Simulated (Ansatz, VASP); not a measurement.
**Rh in VASP and in Ansatz**

Contents of INCAR:

```
  PREC = Accurate
  ENCUT = 600
  EDIFF = 1E-6
  ISMEAR = 0
  SIGMA = 0.1
  LREAL = F
  LASPH = T
  NELM = 100
  ALGO = Normal
  ISIF = 3
  LWAVE = F
  LCHARG = F
  GGA = PE
  IBRION = 2
  NSW = 90
  EDIFFG = -0.04
```

File KPOINTS:

```
regular mesh
0
Gamma
  6 6 6
```

Contents of POSCAR:

```
Rh
1.0
    1.6491597053      0.9521427998      3.0581689506
   -1.6491597053      0.9521427998      3.0581689506
    0.0000000000     -1.9042855996      3.0581689506
Rh
2
Direct
    0.2275400000      0.2275400000      0.2275400000
    0.7724600000      0.7724600000      0.7724600000
```

Input for Ansatz:

```yaml
crystal:
  lattice:
    - [1.6491597053, 0.9521427998, 3.0581689506]
    - [-1.6491597053, 0.9521427998, 3.0581689506]
    - [0.0, -1.9042855996, 3.0581689506]
  atoms:
    - { symbol: Rh, position: [0.22754, 0.22754, 0.22754] }
    - { symbol: Rh, position: [0.77246, 0.77246, 0.77246] }
basis:
  ecutwfc: 420
kpoints:
  mp_grid: { grid: [6, 6, 6] }
hamiltonian:
  xc: pbe
scf:
  occupations: { method: gaussian, width: 0.1 }
  lower_state_search: "off"
output:
  forces: true
  stress: true
  eigenvalues: true
relax:
  adjacent_minimum: "off"
  f_tol: 0.04
  max_steps: 70
  cell: { stress_tol: 0.4 }
```

Alike in both runs: task relaxation of cell and atoms; functional PBE; k mesh 6 × 6 × 6; occupations gaussian, width 0.1 eV; no spin polarisation.

|  | VASP | Ansatz |
| --- | --- | --- |
| version | VASP 6.6.1 | Ansatz 0.2.0 |
| potentials or method | VASP PAW PBE potentials, release 64 (Rh_pv), cutoff 600 eV | scalar-relativistic, plane waves, PAW |
| valence electrons in the cell | 30 | 34 |

|  | VASP | Ansatz | Ansatz less VASP |
| --- | --- | --- | --- |
| gap on the k mesh at the Fermi level, each at its own relaxed structure (eV) | none | none | - |
| relaxed volume (Å³/atom) | 16.28 | 16.29 | +0.008 |
| relaxed cell length with the largest relative difference (Å) | 3.635 | 3.643 | +0.0073 |

A gap of «none» marks a metal or a gap that the smearing closes. VASP's potentials hold 30 valence electrons a cell and Ansatz's 34, so a difference there can come from the potentials and not from the codes.

The k mesh is coarse, so the values compare programs but aren't converged.
